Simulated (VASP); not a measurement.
## Ge: single point with PBE

Crystal: Ge.

```xyz
6
Lattice="-3.6689 3.6689 2.3709 3.6689 -3.6689 2.3709 3.6689 3.6689 -2.3709" Properties=species:S:1:pos:R:3 pbc="T T T"
Ge    0.0000    0.0000    0.0000
Ge    0.0000    3.6689    1.1854
Ge    3.6689    1.8344    0.5927
Ge    1.8344    3.6689   -0.5927
Ge    1.8344    0.0000    1.7781
Ge    0.0000    1.8344    2.9636
```

The cell was generated, and may not be a known phase.

```json
{
  "Program": "VASP 6.6.1",
  "Task": "single point",
  "Functional": "PBE",
  "Potentials or basis": "VASP PAW PBE potentials, release 64 (Ge_d)",
  "Cutoff": "520 eV",
  "k mesh": "10 × 10 × 10",
  "Occupations": "gaussian, width 0.1 eV",
  "Spin": "no spin polarisation",
  "Dipole correction": "no",
  "Further INCAR settings": "ALGO = Normal; EDIFF = 1e-07; NBANDS = 51"
}
```

```yaml
Pressure: 0.0 GPa
Band_gap_on_the_k_mesh: zero (bands 42 and 43 overlap by 2.49 eV)
```

Levels at points of the mesh, in eV from the Fermi level:
```tsv
k point	band 38	band 39	band 40	band 41	band 42	band 43	band 44	band 45	band 46	band 47
(0.00, 0.00, 0.00)	-3.50	-3.35	-1.89	-1.89	-1.73	-1.73	0.05	0.05	1.09	3.45
(0.50, 0.00, 0.00)	-3.82	-2.39	-1.38	-1.07	0.27	0.91	1.16	1.20	2.83	3.93
(0.50, 0.50, 0.00)	-3.48	-3.15	-3.15	0.43	0.43	0.98	0.98	1.42	1.42	2.57
(0.50, 0.50, 0.50)	-1.42	-1.20	-1.20	0.66	0.66	1.01	1.01	1.10	1.10	2.18
```

It took 8.6 min on 1 thread of Intel(R) Xeon(R) Platinum 8488C (Sapphire Rapids), with other jobs on the host, peak memory 0.53 GiB.
